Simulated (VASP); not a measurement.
Here is a VASP 6.6.1 calculation.

Contents of INCAR:

```
SYSTEM = SnS2
PREC = Accurate ; ENCUT = 520
EDIFF = 1E-6 ; ISMEAR = 0
SIGMA = 0.05 ; LREAL = .FALSE.
LASPH = .TRUE. ; NELM = 60
ALGO = Normal ; ISIF = 2
LWAVE = .FALSE. ; LCHARG = .FALSE.
LDIPOL = .TRUE. ; IDIPOL = 3
DIPOL = 0.5 0.5 0.500 ; GGA = PE
IVDW = 12 ; NBANDS = 49
```

The input KPOINTS:

```
Automatic mesh
0
G
  9 9 1
  0 0 0
```

POSCAR

```
SnS2
1.0
    3.6685057060      0.0000000000      0.0000000000
   -1.8342528530      3.1770191354      0.0000000000
    0.0000000000      0.0000000000     29.6105869120
S Sn
6 3
Direct
    0.0000000000      0.0000000000      0.2532877860
    0.3333333333      0.6666666667      0.3531813431
    0.0000000000      0.0000000000      0.4500532214
    0.6666666667      0.3333333333      0.5499467786
    0.0000000000      0.0000000000      0.6468186569
    0.3333333333      0.6666666667      0.7467122140
    0.6666666667      0.3333333333      0.3032816104
    0.3333333333      0.6666666667      0.5000470459
    0.6666666667      0.3333333333      0.6968124813
```

Potentials or basis: VASP PAW PBE potentials, release 64 (S, Sn_d).

Command:

```sh
$ cat potpaw_PBE.64/S/POTCAR potpaw_PBE.64/Sn_d/POTCAR > POTCAR
$ mpirun -np 1 vasp_std > vasp.out
```

Predict the largest force.

0.030 eV/Å.

Estimate the band gap on the k mesh.

1.39 eV, indirect (least direct gap 1.63 eV).

Estimate the dispersion energy per atom.

-0.294 eV.

Forces on the atoms (eV/Å):
```
S    0.000  0.000 -0.017
S    0.000  0.000  0.014
S    0.000  0.000  0.011
S    0.000  0.000 -0.005
S    0.000  0.000  0.005
S    0.000  0.000  0.029
Sn   0.000  0.000 -0.002
Sn   0.000  0.000 -0.005
Sn   0.000  0.000 -0.030
```

Caveat: spin-orbit coupling is left out, which moves the levels of the heavy elements.
